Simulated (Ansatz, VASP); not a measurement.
**MgO: VASP beside Ansatz**

File INCAR:

```
SYSTEM = MgO
PREC = Accurate
ENCUT = 600
EDIFF = 1E-6
ISMEAR = 0
SIGMA = 0.05
LREAL = .False.
LASPH = .True.
NELM = 120
ALGO = Normal
ISIF = 2
LWAVE = .False.
LCHARG = .False.
GGA = PE
NBANDS = 11
GGA_COMPAT = .False.
```

The input KPOINTS:

```
regular mesh
0
Gamma
  10 10 10
  0 0 0
```

File POSCAR:

```
MgO
1.0
    0.0000000000      2.1448745921      2.1448745921
    2.1448745921      0.0000000000      2.1448745921
    2.1448745921      2.1448745921      0.0000000000
Mg O
1 1
Direct
    0.0000000000      0.0000000000      0.0000000000
    0.5000000000      0.5000000000      0.5000000000
```

Input for Ansatz:

```yaml
crystal:
  lattice:
    - [0.0, 2.1448745921, 2.1448745921]
    - [2.1448745921, 0.0, 2.1448745921]
    - [2.1448745921, 2.1448745921, 0.0]
  atoms:
    - { symbol: Mg, position: [0.0, 0.0, 0.0] }
    - { symbol: O, position: [0.5, 0.5, 0.5] }
basis:
  ecutwfc: 520.0
kpoints:
  mp_grid: { grid: [10, 10, 10] }
hamiltonian:
  xc: pbe
  pseudopotentials: { kind: paw, azcp: { folder: soft_1 } }
scf:
  occupations: { method: gaussian, width: 0.05 }
output:
  forces: true
  stress: true
  eigenvalues: true
```

Change from the starting cell: mode 6 frozen in at -0.000 Å, equal normal strain along x, y and z +0.0083.

Alike in both runs: task single point; functional PBE; k mesh 10 × 10 × 10; occupations gaussian, width 0.05 eV; no spin polarisation.

```csv
,VASP,Ansatz
version,VASP 6.6.1,Ansatz 0.2.0
potentials or method,"VASP PAW PBE potentials, release 64 (Mg, O), cutoff 600 eV","scalar-relativistic, plane waves, PAW"
valence electrons in the cell,8,16
```

VASP gave:

* gap on the k mesh at the Fermi level (eV): 4.21
* least direct gap on the mesh (eV): 4.21
* pressure (GPa): -4.6

Estimate Ansatz's values.

gap on the k mesh at the Fermi level (eV): 4.23; least direct gap on the mesh (eV): 4.23; pressure (GPa): -3.5.

With one functional, cell and mesh, what is left measures potentials, basis and numerics. VASP's potentials hold 8 valence electrons a cell and Ansatz's 16, so a difference there can come from the potentials and not from the codes.
